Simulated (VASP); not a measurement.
Runs of VASP 6.6.1 on AlCo. The structure is that of space group P6_3/mmc (No. 194), or close to it. The cells are those of the table. 

```tsv
task	cell	k mesh	cutoff (eV)	gap on the mesh (eV)	pressure (GPa)	moment (μB)
single point	a = 3.749, b = 3.749, c = 4.708 Å, angles 90.0, 90.0, 120.0°, 4 atoms	12 × 12 × 10	520	none	-0.2	1.31
relaxation of cell and atoms	relaxed from a = 3.675, b = 3.675, c = 4.343 Å, angles 90.0, 90.0, 120.0°, 4 atoms	6 × 6 × 4	600	none	0.0	1.53
single point	a = 3.675, b = 3.675, c = 4.343 Å, angles 90.0, 90.0, 120.0°, 4 atoms	6 × 6 × 4	520	none	(a)	1.23
single point	a = 3.755, b = 3.755, c = 4.716 Å, angles 90.0, 90.0, 120.0°, 4 atoms	6 × 6 × 4	520	none	-0.2	1.53
```

Alike in all rows: level PBE; potentials or basis VASP PAW PBE potentials, release 64 (Al, Co); spin collinear, ferromagnetic start; smearing gaussian 0.1 eV.

Task: Fill in the values left out.

Result: (a) 20.7.

Caveats: some runs use coarse meshes.

A gap of «none» marks levels without a gap at the run's occupations.
